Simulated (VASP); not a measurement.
A run of VASP 6.6.1 is set up as follows.

The input POSCAR:

```
Sr2BrNO2
1.0
    1.9796990000      3.4289370000      0.0000000000
   -1.9796990000      3.4289370000      0.0000000000
   -1.9796990000      1.1429760000      9.3522210000
Sr N Br O
2 1 1 2
Direct
    0.7467000000      0.5066000000      0.2401000000
    0.2533000000      0.4934000000      0.7599000000
    0.5000000000      0.0000000000      0.5000000000
    0.0000000000      0.0000000000      0.0000000000
    0.4360000000      0.1280000000      0.3080000000
    0.5640000000      0.8720000000      0.6920000000
```

File INCAR.step1:

```
SYSTEM = Sr2BrNO2
PREC = Accurate ; ENCUT = 520
ISMEAR = -1 ; SIGMA = 0.0115
LREAL = .False. ; LASPH = .True.
NELM = 100 ; NBANDS = 31
GGA = PE ; ALGO = Normal
EDIFF = 1E-4 ; LWAVE = .True.
LCHARG = .False.
```

The input INCAR.step2:

```
SYSTEM = Sr2BrNO2
PREC = Accurate ; ENCUT = 520
EDIFF = 1E-7 ; ISMEAR = -1
SIGMA = 0.0115 ; LREAL = .False.
LASPH = .True. ; NELM = 100
ALGO = Normal ; ISIF = 2
LWAVE = .False. ; LCHARG = .False.
METAGGA = R2SCAN ; LMIXTAU = .True.
NBANDS = 31 ; ISTART = 1
```

File KPOINTS:

```
regular mesh
0
Gamma
  8 8 8
  0 0 0
```

Potentials or basis: VASP PAW PBE potentials, release 64 (Sr_sv, N, Br, O).

Run with:

```console
$ cat potpaw_PBE.64/Sr_sv/POTCAR potpaw_PBE.64/N/POTCAR potpaw_PBE.64/Br/POTCAR potpaw_PBE.64/O/POTCAR > POTCAR
$ cp INCAR.step1 INCAR
$ mpirun -np 1 vasp_std > vasp.out
$ cp INCAR.step2 INCAR
$ mpirun -np 1 vasp_std > vasp.out
```

Q: What does it give for the band gap on the k mesh?

A: Zero (bands 22 and 23 overlap by 0.11 eV).

Q: Predict the largest force.

A: 0.700 eV/Å.

Q: What does it give for the pressure?

A: 1.4 GPa.

Stress tensor (GPa, compression positive):
```
 3.01  0.00  0.00
 0.00  3.01  0.00
 0.00  0.00 -1.69
```

Caveat: the PAW data sets were made with another functional, which shifts forces and pressure a little.
